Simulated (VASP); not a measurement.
# Al2O3 (P-3m1) in VASP: dielectric tensor with PBEsol

Aim: the dielectric tensor of Al2O3 with PBEsol.

Program: VASP 6.6.1. These are calculated values, not measurements. Logs are shortened: lines on timing, memory, paths and dates and some standing lists are left out, and cuts for length are marked.

### 1 The cell of the first run

Symmetry: P-3m1, No. 164, trigonal system. The conventional cell has a = 3.017 Å, b = 3.017 Å, c = 7.575 Å, α = 90.00°, β = 90.00°, γ = 120.00°. Al (site symmetry 3m) has 4 O at 1.68 to 1.84 Å within 2.2 Å. O (site symmetry 3m) has 3 Al at 1.84 Å within 2.4 Å. O (site symmetry -3m) has 2 Al at 1.68 Å within 2.2 Å.

### 2 Dielectric tensor, PBEsol

INCAR

```
  PREC = Accurate
  ENCUT = 520
  EDIFF = 1E-8
  ISMEAR = 0
  SIGMA = 0.01
  LREAL = F
  LASPH = T
  NELM = 80
  ALGO = Normal
  ISIF = 2
  LWAVE = F
  LCHARG = F
  GGA = PS
  LEPSILON = T
```

KPOINTS

```
regular mesh
0
Gamma
  7 7 3
```

POSCAR

```
Al2O3
1.0
    3.0174830000      0.0000000000      0.0000000000
   -1.5087410000      2.6132170000      0.0000000000
    0.0000000000      0.0000000000      7.5746360000
Al O
2 3
Direct
    0.0000000000      0.0000000000      0.2779510000
    0.0000000000      0.0000000000      0.7220490000
    0.3333333333      0.6666666667      0.1994540000
    0.6666666667      0.3333333333      0.8005460000
    0.0000000000      0.0000000000      0.5000000000
```

Potentials or basis: VASP PAW PBE potentials, release 64 (Al, O).

Run with:

```console
$ cat potpaw_PBE.64/Al/POTCAR potpaw_PBE.64/O/POTCAR > POTCAR
$ mpirun -np 1 vasp_std > vasp.out
```

OUTCAR:

```text
PREC = Accurate
   ENCUT = 520
   EDIFF = 1E-8
   ISMEAR = 0
   LREAL = F
   LASPH = T
   NELM = 80
   ISIF = 2
   GGA = PS
   LEPSILON = T

 ion  position               nearest neighbor table
   1  0.000  0.000  0.278-   5 1.68   3 1.84   3 1.84   3 1.84   2 3.36
   2  0.000  0.000  0.722-   5 1.68   4 1.84   4 1.84   4 1.84   1 3.36
   3  0.333  0.667  0.199-   1 1.84   1 1.84   1 1.84
   4  0.667  0.333  0.801-   2 1.84   2 1.84   2 1.84
   5  0.000  0.000  0.500-   1 1.68   2 1.68

  LATTYP: Found a hexagonal cell.
 ALAT       =     3.0174830000
 C/A-ratio  =     2.5102497678

  Lattice vectors:

 A1 = (   3.0174830000,   0.0000000000,   0.0000000000)
 A2 = (  -1.5087410000,   2.6132170000,   0.0000000000)
 A3 = (   0.0000000000,   0.0000000000,   7.5746360000)

Analysis of symmetry for initial positions (statically):
=====================================================================
 Subroutine PRICEL returns:
 Original cell was already a primitive cell.

 Routine SETGRP: Setting up the symmetry group for a
 hexagonal supercell.

 Subroutine GETGRP returns: Found 12 space group operations
 (whereof 12 operations were pure point group operations)
 out of a pool of 24 trial point group operations.

The static configuration has the point symmetry D_3d.

Analysis of symmetry for dynamics (positions and initial velocities):
=====================================================================
 Subroutine PRICEL returns:
 Original cell was already a primitive cell.

 Routine SETGRP: Setting up the symmetry group for a
 hexagonal supercell.

 Subroutine GETGRP returns: Found 12 space group operations
 (whereof 12 operations were pure point group operations)
 out of a pool of 24 trial point group operations.

The dynamic configuration has the point symmetry D_3d.

 Subroutine INISYM returns: Found 12 space group operations
 (whereof 12 operations are pure point group operations),
 and found     1 'primitive' translations

----------------------------------------------------------------------------------------

                                     Primitive cell

  volume of cell :      59.7286

  direct lattice vectors                    reciprocal lattice vectors
     3.017483000  0.000000000  0.000000000     0.331402033  0.191334985  0.000000000
    -1.508741000  2.613217000  0.000000000     0.000000000  0.382670096  0.000000000
     0.000000000  0.000000000  7.574636000     0.000000000  0.000000000  0.132019545

  length of vectors
     3.017483000  3.017482808  7.574636000     0.382670072  0.382670096  0.132019545

  position of ions in fractional coordinates (direct lattice)
     0.000000000  0.000000000  0.277951000
     0.000000000  0.000000000  0.722049000
     0.333333333  0.666666667  0.199454000
     0.666666667  0.333333333  0.800546000
     0.000000000  0.000000000  0.500000000

  ion indices of the primitive-cell ions
   primitive index   ion index
                 1           1
                 2           2
                 3           3
                 4           4
                 5           5

----------------------------------------------------------------------------------------

 KPOINTS: regular mesh

Automatic generation of k-mesh.
 Grid dimensions read from file:
 generate k-points for:    7    7    3

 Generating k-lattice:

  Cartesian coordinates                     Fractional coordinates (reciprocal lattice)
     0.047343148  0.027333569  0.000000000     0.142857143  0.000000000  0.000000000
     0.000000000  0.054667157  0.000000000     0.000000000  0.142857143  0.000000000
     0.000000000  0.000000000  0.044006515     0.000000000  0.000000000  0.333333333

  Length of vectors
     0.054667153  0.054667157  0.044006515

[... 84 lines left out ...]
 NGX is ok and might be reduce to    24
   NGX = 11   NGY = 11   NGZ = 29

--------------------------------------- Ionic step        1  -------------------------------------------

 number of electron      24.0000012 magnetization

 E-fermi :   3.8053     XC(G=0):  -9.9412

 val. band max:        3.7454145207   @ k =   0.0000   0.0000   0.0000
 cond. band min:       5.9389871283   @ k =   0.0000   0.0000   0.0000
 fundamental gap:      2.1935726076
 Fermi energy:         3.8053187037

 k-point     1 :       0.0000    0.0000    0.0000
  band No.  band energies     occupation
      1     -15.8025      2.00000
      2     -15.6058      2.00000
      3     -13.0407      2.00000
      4      -2.1386      2.00000
      5      -0.7758      2.00000
      6       0.0128      2.00000
[... 357 lines left out ...]
      3     -12.5648      2.00000
      4      -3.0241      2.00000
      5      -2.6647      2.00000
      6      -2.0215      2.00000
[... 8 lines left out ...]
     15      11.1753      0.00000
     16      13.3774      0.00000

  FORCE on cell =-STRESS in cart. coord.  units (eV):
  Direction    XX          YY          ZZ          XY          YZ          ZX
  --------------------------------------------------------------------------------------
  -------------------------------------------------------------------------------------
  Total       -1.4687043     -1.4687044     -0.9821221     -0.0000003      0.0000000      0.0000000
  in kB      -39.3969756    -39.3969776    -26.3447442     -0.0000075      0.0000000      0.0000000
  external PRESSURE =     -35.0462324 kB  Pullay stress =       0.0000000 kB

 VOLUME and BASIS-vectors are now :
 -----------------------------------------------------------------------------
  energy-cutoff  :      520.00
  volume of cell :       59.73
      direct lattice vectors                 reciprocal lattice vectors
     3.017483000  0.000000000  0.000000000     0.331402033  0.191334985  0.000000000
    -1.508741000  2.613217000  0.000000000     0.000000000  0.382670096  0.000000000
     0.000000000  0.000000000  7.574636000     0.000000000  0.000000000  0.132019545

 POSITION                                       TOTAL-FORCE (eV/Angst)
 -----------------------------------------------------------------------------------
      0.00000      0.00000      2.10538        -0.000000      0.000000      0.092566
      0.00000      0.00000      5.46926         0.000000     -0.000000     -0.092566
      0.00000      1.74214      1.51079        -0.000000      0.000000      0.188030
      1.50874      0.87107      6.06384         0.000000      0.000000     -0.188030
      0.00000      0.00000      3.78732        -0.000000      0.000000      0.000000
 -----------------------------------------------------------------------------------
    total drift:                                0.000000      0.000000     -0.000000

  FREE ENERGIE OF THE ION-ELECTRON SYSTEM (eV)
  ---------------------------------------------------
  free  energy   TOTEN  =       -37.7278757849 eV

  energy  without entropy=      -37.7278757849  energy(sigma->0) =      -37.72787578

 HEAD OF MICROSCOPIC STATIC DIELECTRIC TENSOR (INDEPENDENT PARTICLE, excluding Hartree and local field effects)
 ------------------------------------------------------
           3.182041     0.000001    -0.000000
           0.000001     3.182041     0.000000
          -0.000000     0.000000     3.036223
 ------------------------------------------------------

 Free energy of the ion-electron system (eV)
  ---------------------------------------------------
  ---------------------------------------------------
  free energy    TOTEN  =        -0.37683541 eV

  energy without entropy =       -0.37683541

------------------------ aborting loop because EDIFF is reached ----------------------------------------

--------------------------------------- Ionic step        2  -------------------------------------------

------------------------ aborting loop because EDIFF is reached ----------------------------------------

--------------------------------------- Ionic step        3  -------------------------------------------

 Free energy of the ion-electron system (eV)
  ---------------------------------------------------
  ---------------------------------------------------
  free energy    TOTEN  =        -0.31137882 eV

  energy without entropy =       -0.31137882

------------------------ aborting loop because EDIFF is reached ----------------------------------------

 PIEZOELECTRIC TENSOR FIELD DIRECTION 3  (e Angst)
 -----------------------------------------------------------------------------
    -0.00023 -0.00000 -0.00000           (  0.00000  0.00000 -0.00000)
    -0.00000 -0.00023  0.00000           (  0.00000  0.00000 -0.00000)
    -0.00000 -0.00000  0.00106           ( -0.00000 -0.00000 -0.00000)

 PIEZOELECTRIC TENSOR FIELD DIRECTION 3  (C/m^2)
 -----------------------------------------------------------------------------
    -0.00006 -0.00000 -0.00000
    -0.00000 -0.00006  0.00000
    -0.00000 -0.00000  0.00028

 MACROSCOPIC STATIC DIELECTRIC TENSOR (including local field effects in DFT)
 ------------------------------------------------------
           3.094815     0.000001     0.000000
           0.000001     3.094815     0.000000
           0.000000     0.000000     2.721778
 ------------------------------------------------------

 PIEZOELECTRIC TENSOR (including local field effects)  for field in x, y, z        (e  Angst)
          XX          YY          ZZ          XY          YZ          ZX
  --------------------------------------------------------------------------------
  x     0.00000     0.00000     0.00000     0.00000     0.00000     0.00000
  y     0.00000     0.00000     0.00000     0.00000     0.00000     0.00000
  z     0.00000     0.00000     0.00000     0.00000     0.00000     0.00000

 PIEZOELECTRIC TENSOR (including local field effects)  for field in x, y, z        (C/m^2)
          XX          YY          ZZ          XY          YZ          ZX
  --------------------------------------------------------------------------------
  x     0.00000     0.00000     0.00000     0.00000     0.00000     0.00000
  y     0.00000     0.00000     0.00000     0.00000     0.00000     0.00000
  z     0.00000     0.00000     0.00000     0.00000     0.00000     0.00000

 BORN EFFECTIVE CHARGES (including local field effects) (in |e|, cummulative output)
 ---------------------------------------------------------------------------------
 ion    1
    1     2.73679     0.00000     0.00000
    2     0.00000     2.73679     0.00000
    3     0.00000    -0.00000     2.25165
 ion    2
    1     2.73679     0.00000     0.00000
    2     0.00000     2.73679     0.00000
    3     0.00000    -0.00000     2.25165
 ion    3
    1    -1.98006    -0.00000    -0.00000
    2    -0.00000    -1.98006     0.00000
    3     0.00000     0.00000    -1.26766
 ion    4
    1    -1.98006    -0.00000     0.00000
    2    -0.00000    -1.98006     0.00000
    3     0.00000     0.00000    -1.26766
 ion    5
    1    -1.51344    -0.00000    -0.00000
    2    -0.00000    -1.51344    -0.00000
    3    -0.00000     0.00000    -1.96797
```

It took 5.3 min on 1 thread of Intel Xeon 8259CL, shared host; peak memory 0.26 GiB.

Results:

| Item | Value |
| --- | --- |
| Band gap on the k mesh | 2.19 eV |
| Electronic dielectric tensor (diagonal) | 3.09, 3.09, 2.72 |
| Born charges (mean of the diagonal) | Al +2.58; O -1.74, -1.66 (each value once) e |

Levels at points of the mesh, in eV from the valence-band top:
```csv
k point,band 8,band 9,band 10,band 11,band 12,band 13,band 14,band 15,band 16
"(0.00, 0.00, 0.00)",-3.72,-3.72,-2.35,0.00,0.00,2.19,4.19,7.22,10.39
```

Electronic dielectric tensor:
```
3.09 0.00 0.00
0.00 3.09 0.00
0.00 0.00 2.72
```

Born effective charge tensors (e):
atom 1, Al
```
2.74 0.00 0.00
0.00 2.74 0.00
0.00 0.00 2.25
```
atom 2, Al
```
2.74 0.00 0.00
0.00 2.74 0.00
0.00 0.00 2.25
```
atom 3, O
```
-1.98  0.00  0.00
 0.00 -1.98  0.00
 0.00  0.00 -1.27
```
atom 4, O
```
-1.98  0.00  0.00
 0.00 -1.98  0.00
 0.00  0.00 -1.27
```
atom 5, O
```
-1.51  0.00  0.00
 0.00 -1.51  0.00
 0.00  0.00 -1.97
```

Caveat: the PAW data sets were made with another functional, which shifts forces and pressure a little.
